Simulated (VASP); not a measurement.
Runs of VASP 6.6.1 on GaSb. The structure is that of space group F-43m (No. 216), or close to it. The cells are those of the table. 

```tsv
task	level	potentials or basis	spin	cell	k mesh	cutoff (eV)	grid for exact exchange (PRECFOCK)	share of exact exchange	screening parameter	gap on the mesh (eV)	pressure (GPa)	relaxed volume (Å³/atom)
relaxation of cell and atoms	LDA	VASP PAW LDA potentials, release 64 (Ga_d, Sb)	off	relaxed from a = 4.398 Å, angles 60.0°, 2 atoms	6 × 6 × 6	600	-	-	-	(c)	0.0	27.75
relaxation of cell and atoms	HSE06	VASP PAW PBE potentials, release 64 (Ga_d, Sb)	off	relaxed from a = 4.336 Å, angles 60.0°, 2 atoms	4 × 4 × 4	600	Normal	0.25	0.2079 1/Å	0.86	0.0	(b)
single point	r2SCAN	VASP PAW PBE potentials, release 64 (Ga_d, Sb)	off	a = 4.336 Å, angles 60.0°, 2 atoms	6 × 6 × 6	520	-	-	-	0.40	0.1	-
single point	LDA	VASP PAW LDA potentials, release 64 (Ga_d, Sb)	off	a = 4.336 Å, angles 60.0°, 2 atoms	8 × 8 × 8	520	-	-	-	none	-1.9	-
single point	PBE	VASP PAW PBE potentials, release 64 (Ga_d, Sb)	off	a = 4.398 Å, angles 60.0°, 2 atoms	6 × 6 × 6	520	-	-	-	none	0.0	-
single point	LDA	VASP PAW LDA potentials, release 64 (Ga_d, Sb)	off	a = 4.278 Å, angles 60.0°, 2 atoms	6 × 6 × 6	520	-	-	-	0.11	0.1	-
single point	PBE	VASP PAW PBE potentials, release 64 (Ga_d, Sb)	non-collinear, zero start, SOC	a = 4.336 Å, angles 60.0°, 2 atoms	8 × 8 × 8	520	-	-	-	-	(a)	-
relaxation of cell and atoms	PBE	VASP PAW PBE potentials, release 64 (Ga_d, Sb)	off	relaxed from a = 4.326 Å, angles 60.0°, 2 atoms	6 × 6 × 6	600	-	-	-	none	0.0	30.07
```

Alike in all rows: smearing fermi-dirac 0.02 eV.

Question: Estimate the missing entries.

Answer: (a) 2.1; (b) 28.76; (c) 0.09.

Caveats: some runs use coarse meshes; spin-orbit coupling is left out, which moves the levels of the heavy elements (at least some runs); semilocal functionals underestimate gaps, so a narrow gap can read as zero (at least some runs); the PAW data sets were made with another functional, which shifts forces and pressure a little (at least some runs).

A k mesh can miss the band edges, and rows without SOC leave out spin-orbit coupling on Ga, Sb.

A gap of «none» marks levels without a gap at the run's occupations.
